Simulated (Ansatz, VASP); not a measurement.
GaN: VASP beside Ansatz

Contents of POSCAR:

```
GaN
1.0
    3.2786438574      0.0000000000      0.0000000000
   -1.6393219287      2.8393888705      0.0000000000
    0.0000000000      0.0000000000      5.3391339861
Ga N
2 2
Direct
    0.3333333333      0.6666666667     -0.0010152176
    0.6666666667      0.3333333333      0.4989847824
    0.3333333333      0.6666666667      0.3760152176
    0.6666666667      0.3333333333      0.8760152176
```

File INCAR.step1:

```
SYSTEM = GaN
PREC = Accurate
ENCUT = 520
ISMEAR = 0
SIGMA = 0.01
LREAL = .False.
LASPH = .True.
NELM = 60
NBANDS = 26
GGA = PE
ALGO = Normal
EDIFF = 1E-4
LWAVE = .True.
LCHARG = .False.
```

INCAR.step2

```
SYSTEM = GaN
PREC = Accurate
ENCUT = 520
EDIFF = 1E-6
ISMEAR = 0
SIGMA = 0.01
LREAL = .False.
LASPH = .True.
NELM = 60
ALGO = Normal
ISIF = 2
LWAVE = .False.
LCHARG = .True.
METAGGA = R2SCAN
LMIXTAU = .True.
LELF = .True.
LVHAR = .True.
NBANDS = 26
ISTART = 1
```

KPOINTS

```
regular mesh
0
Gamma
  12 12 6
  0 0 0
```

Input for Ansatz:

```yaml
crystal:
  lattice:
    - [3.2786438574, 0.0, 0.0]
    - [-1.6393219287, 2.8393888705, 0.0]
    - [0.0, 0.0, 5.3391339861]
  atoms:
    - { symbol: Ga, position: [0.3333333333, 0.6666666667, -0.0010152176] }
    - { symbol: Ga, position: [0.6666666667, 0.3333333333, 0.4989847824] }
    - { symbol: "N", position: [0.3333333333, 0.6666666667, 0.3760152176] }
    - { symbol: "N", position: [0.6666666667, 0.3333333333, 0.8760152176] }
kpoints:
  mp_grid: { grid: [12, 12, 6] }
  band_path:
    path:
      - [0.0, 0.0, 0.0]
      - [0.5, 0.0, 0.0]
      - [0.3333333333, 0.3333333333, 0.0]
      - [0.0, 0.0, 0.5]
      - [0.5, 0.0, 0.5]
      - [0.3333333333, 0.3333333333, 0.5]
    npoints: 1
hamiltonian:
  xc: r2scan
scf:
  occupations: { method: fixed }
  n_extra_bands: 5
output:
  forces: true
  stress: true
  eigenvalues: true
```

Change from the starting cell: hydrostatic strain +3.0%.

Alike in both runs: task single point; functional r2SCAN; k mesh 12 × 12 × 6; no spin polarisation.

```csv
,VASP,Ansatz
version,VASP 6.6.1,Ansatz 0.2.0
potentials or method,"VASP PAW PBE potentials, release 64 (Ga_d, N)","plane waves, PAW"
plane-wave cutoff (eV),520,500
occupations,"gaussian, width 0.01 eV",fixed
valence electrons in the cell,36,36
```

|  | VASP | Ansatz | Ansatz less VASP |
| --- | --- | --- | --- |
| gap on the k mesh at the Fermi level (eV) | 1.73 | 1.73 | +0.003 |
| pressure (GPa) | -13.6 | -14.4 | -0.75 |
| traceless stress, the component that is largest in VASP (GPa) | 0.13 | 0.05 | -0.080 |
| rms of the force components (eV/Å) | 0.003 | 0.000 | -0.0029 |

VASP's potentials were made for PBE, not for r2SCAN. Atom by atom the forces differ by 0.004 eV/Å (rms over components).
